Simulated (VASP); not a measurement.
# PbS: relaxation of shape and atoms at fixed volume with PBE

Crystal: PbS.

```xyz
4
Lattice="2.0387 -5.8026 0.0000 2.0387 5.8026 0.0000 0.0000 0.0000 4.2384" Properties=species:S:1:pos:R:3 pbc="T T T"
Pb    2.0387   -4.3161    3.1788
Pb    2.0387    4.3161    1.0596
S     2.0387   -1.6390    3.1788
S     2.0387    1.6390    1.0596
```

```
Program                : VASP 6.6.1
Task                   : relaxation of shape and atoms at fixed volume
Functional             : PBE
Potentials or basis    : VASP PAW PBE potentials, release 64 (Pb_d, S)
Cutoff                 : 600 eV
k mesh                 : 8 × 8 × 6
Occupations            : gaussian, width 0.02 eV
Spin                   : no spin polarisation
Dipole correction      : no
Further INCAR settings : ALGO = Normal; EDIFF = 1e-06; IBRION = 2; EDIFFG = -0.01; NSW = 50; ISIF = 4
```

* Energy gained by relaxing: 1.7 meV/atom
* Ionic steps: 8
* Pressure after relaxing: 3.1 GPa
* Largest force after relaxing: 0.010 eV/Å
* Band gap on the k mesh: 1.21 eV (least direct gap 1.24 eV)

Forces in eV/Å, atoms in the order of the input:
```
Pb   0.000  0.001  0.000
Pb   0.000 -0.001  0.000
S    0.000  0.010  0.000
S    0.000 -0.010  0.000
```

Step by step:
```tsv
step	energy change (eV)	largest force (eV/Å)	pressure (GPa)	volume (Å³)
1	0.0000	0.1776	3.71	100.28
2	-0.0036	0.1000	3.49	100.28
3	-0.0054	0.0202	3.15	100.28
4	-0.0067	0.0248	3.01	100.28
5	-0.0067	0.0234	3.02	100.28
6	-0.0069	0.0101	3.05	100.28
7	-0.0069	0.0175	3.08	100.28
8	-0.0070	0.0100	3.07	100.28
```

Final structure:
```
Pb S
1.0
     2.04470   -5.76166    0.00000
     2.04470    5.76166    0.00000
     0.00000    0.00000    4.25596
Pb S
2 2
Cartesian
  2.0447 -4.3092 3.1920
  2.0447 4.3092 1.0640
  2.0447 -1.6084 3.1920
  2.0447 1.6084 1.0640
```

Levels at points of the mesh, in eV from the valence-band top:
```tsv
k point	band 17	band 18	band 19	band 20	band 21	band 22	band 23	band 24
(0.00, 0.00, 0.00)	-2.42	-1.90	-1.63	-0.69	4.54	4.65	4.98	5.50
(0.50, 0.00, 0.00)	-1.54	-1.26	-0.47	-0.34	1.71	1.75	1.93	2.93
(0.50, 0.50, 0.00)	-2.22	-1.70	-1.40	-0.66	1.21	4.41	4.67	4.78
(0.00, 0.00, 0.50)	-1.20	-1.20	-0.05	-0.05	1.74	1.74	2.70	2.70
(0.50, 0.00, 0.50)	-3.48	-3.48	-1.48	-1.48	3.31	3.31	5.50	5.50
(0.50, 0.50, 0.50)	-1.18	-1.18	-0.53	-0.53	1.66	1.66	3.27	3.27
```

It took 41 min on 1 thread of Intel Xeon 8259CL, on a shared host, peak memory 0.44 GiB.

Caveat: spin-orbit coupling is left out, which moves the levels of the heavy elements. A k mesh can miss the band edges.
